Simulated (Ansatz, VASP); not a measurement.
## YHg: VASP beside Ansatz

File INCAR:

```
PREC = Accurate
ENCUT = 520
EDIFF = 1E-6
ISMEAR = -1
SIGMA = 0.05
LREAL = False
LASPH = True
NELM = 80
ALGO = Normal
ISIF = 2
LWAVE = False
LCHARG = False
GGA = CA
NBANDS = 18
```

File KPOINTS:

```
Automatic mesh
0
Gamma
  10 10 10
```

File POSCAR:

```
YHg
1.0
    3.5530009354      0.0000000000      0.0000000000
    0.0000000000      3.5530009354      0.0000000000
    0.0000000000      0.0000000000      3.5530009354
Y Hg
1 1
Direct
    0.5000000000      0.5000000000      0.5000000000
    0.0000000000      0.0000000000      0.0000000000
```

Input for Ansatz:

```yaml
crystal:
  lattice:
    - [3.5530009354, 0.0, 0.0]
    - [0.0, 3.5530009354, 0.0]
    - [0.0, 0.0, 3.5530009354]
  atoms:
    - { symbol: "Y", position: [0.5, 0.5, 0.5] }
    - { symbol: Hg, position: [0.0, 0.0, 0.0] }
kpoints:
  mp_grid: { grid: [10, 10, 10] }
  band_path:
    path:
      - [0.0, 0.0, 0.0]
      - [0.0, 0.5, 0.0]
      - [0.5, 0.5, 0.0]
      - [0.0, 0.0, 0.0]
      - [0.5, 0.5, 0.5]
      - [0.0, 0.5, 0.0]
      - [0.5, 0.5, 0.5]
      - [0.5, 0.5, 0.0]
    npoints: 6
scf:
  occupations: { method: fermi_dirac, width: 0.05 }
hamiltonian:
  xc: lda
  pseudopotentials: { kind: all_electron, lapw: { basis_error: 0.001 } }
output:
  forces: true
  stress: true
  eigenvalues: true
  populations: true
```

Change from the starting cell: volume scaled by 0.9, LAPW.

Alike in both runs: task single point; functional LDA; k mesh 10 × 10 × 10; occupations fermi-dirac, width 0.05 eV; no spin polarisation.

|  | VASP | Ansatz |
| --- | --- | --- |
| version | VASP 6.6.1 | Ansatz 0.2.0 |
| potentials or method | VASP PAW LDA potentials, release 64 (Y_sv, Hg), cutoff 520 eV | all-electron LAPW, scalar-relativistic |

|  | VASP | Ansatz | Ansatz less VASP |
| --- | --- | --- | --- |
| pressure (GPa) | 5.9 | 5.6 | -0.34 |

LDA's correlation is that of Perdew and Zunger in VASP and of Perdew and Wang (1992) in Ansatz. Ansatz ran all-electron here, and VASP with PAW potentials.

Neither program's run includes spin-orbit coupling.
